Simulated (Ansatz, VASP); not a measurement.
**ScAl3N4: VASP beside Ansatz**

File INCAR:

```
PREC = Accurate
ENCUT = 600
EDIFF = 1E-7
ISMEAR = 0
SIGMA = 0.02
LREAL = F
LASPH = T
NELM = 60
ALGO = Normal
ISIF = 3
LWAVE = F
LCHARG = F
GGA = PE
IBRION = 2
NSW = 100
EDIFFG = -0.01
```

Contents of KPOINTS:

```
regular mesh
0
Gamma
  12 12 4
```

Contents of POSCAR:

```
ScAl3N4
1.0
    3.1611816082      0.0000000000      0.0000000000
   -1.5805908041      2.7376635787      0.0000000000
    0.0000000000      0.0000000000     10.3005487540
Sc Al N
1 3 4
Direct
    0.3333333333      0.6666666667      0.1615585317
    0.6666666667      0.3333333333      0.4291651903
    0.6666666667      0.3333333333      0.9187433445
    0.3333333333      0.6666666667      0.6732509514
    0.6666666667      0.3333333333      0.2482900332
    0.6666666667      0.3333333333      0.7355388651
    0.3333333333      0.6666666667      0.4906683568
    0.0000000000      0.0000000000      0.9867847270
```

Input for Ansatz:

```yaml
crystal:
  lattice:
    - [3.1611816082, 0.0, 0.0]
    - [-1.5805908041, 2.7376635787, 0.0]
    - [0.0, 0.0, 10.300548754]
  atoms:
    - { symbol: Sc, position: [0.3333333333, 0.6666666667, 0.1615585317] }
    - { symbol: Al, position: [0.6666666667, 0.3333333333, 0.4291651903] }
    - { symbol: Al, position: [0.6666666667, 0.3333333333, 0.9187433445] }
    - { symbol: Al, position: [0.3333333333, 0.6666666667, 0.6732509514] }
    - { symbol: "N", position: [0.6666666667, 0.3333333333, 0.2482900332] }
    - { symbol: "N", position: [0.6666666667, 0.3333333333, 0.7355388651] }
    - { symbol: "N", position: [0.3333333333, 0.6666666667, 0.4906683568] }
    - { symbol: "N", position: [0.0, 0.0, 0.986784727] }
basis:
  ecutwfc: 420
kpoints:
  mp_grid: { grid: [12, 12, 4] }
hamiltonian:
  xc: pbe
scf:
  occupations: { method: gaussian, width: 0.02 }
output:
  forces: true
  stress: true
  eigenvalues: true
  write_density: true
  write_potential: true
  elf: true
  volumetric_format: npy
relax:
  adjacent_minimum: "off"
  f_tol: 0.01
  max_steps: 80
  cell: { stress_tol: 0.05 }
```

Alike in both runs: task relaxation of cell and atoms; functional PBE; k mesh 12 × 12 × 4; occupations gaussian, width 0.02 eV; no spin polarisation.

|  | VASP | Ansatz |
| --- | --- | --- |
| version | VASP 6.6.1 | Ansatz 0.2.0 |
| potentials or method | VASP PAW PBE potentials, release 64 (Sc_sv, Al, N), cutoff 600 eV | scalar-relativistic, plane waves, PAW |
| valence electrons in the cell | 40 | 40 |

VASP gave:

```
gap on the k mesh at the Fermi level, each at its own relaxed structure (eV)  : 3.01
relaxed volume (Å³/atom)                                                      : 11.14
relaxed length of the cell vector where the two differ most in proportion (Å) : 10.318
```

Problem. Which values does Ansatz return?

Solution. gap on the k mesh at the Fermi level, each at its own relaxed structure (eV): 3.03; relaxed volume (Å³/atom): 11.14; relaxed length of the cell vector where the two differ most in proportion (Å): 10.314.
